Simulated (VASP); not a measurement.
Wanted: the native input for a VASP 6.6.1 run.

| Property | Result |
| --- | --- |
| Task | single point |
| Functional | PBE |
| Potentials or basis | VASP PAW PBE potentials, release 64 (Ge_d) |
| Cutoff | 520 eV |
| k mesh | 10 × 10 × 10 |
| Occupations | fermi-dirac, width 0.05 eV |
| Spin | no spin polarisation |
| Dipole correction | no |
| Further INCAR settings | ALGO = Normal; EDIFF = 1e-06; NBANDS = 21 |

The structure of Ge lies in POSCAR:

```
Ge
1.0
    0.0000000000      2.8004823000      2.8287700000
    2.8004823000      0.0000000000      2.8287700000
    2.8004823000      2.8004823000      0.0000000000
Ge
2
Direct
    0.5000000000      0.5000000000      0.5000000000
    0.7500000000      0.7500000000      0.7500000000
```

This cell differs from its parent crystal: equal xx and yy strain of -1 %.

The input as run:

INCAR

```
SYSTEM = Ge
PREC = Accurate ; ENCUT = 520
EDIFF = 1E-6 ; ISMEAR = -1
SIGMA = 0.05 ; LREAL = .FALSE.
LASPH = .TRUE. ; NELM = 100
ALGO = Normal ; ISIF = 2
LWAVE = .FALSE. ; LCHARG = .FALSE.
GGA = PE ; NBANDS = 21
```

KPOINTS

```
regular mesh
0
G
  10 10 10
  0 0 0
```

Potentials or basis: VASP PAW PBE potentials, release 64 (Ge_d).

Launch:

```bash
$ cat potpaw_PBE.64/Ge_d/POTCAR > POTCAR
$ mpirun -np 1 vasp_std > vasp.out
```

It gave:

* Pressure: 5.2 GPa
* Band gap on the k mesh: 0.19 eV

Caveat: the cell differs from its parent crystal (equal xx and yy strain of -1 %); the cell stands under pressure.

It took 33 s on 1 thread of Intel(R) Xeon(R) 6975P-C (Granite Rapids), on a shared host, peak memory 0.21 GiB.
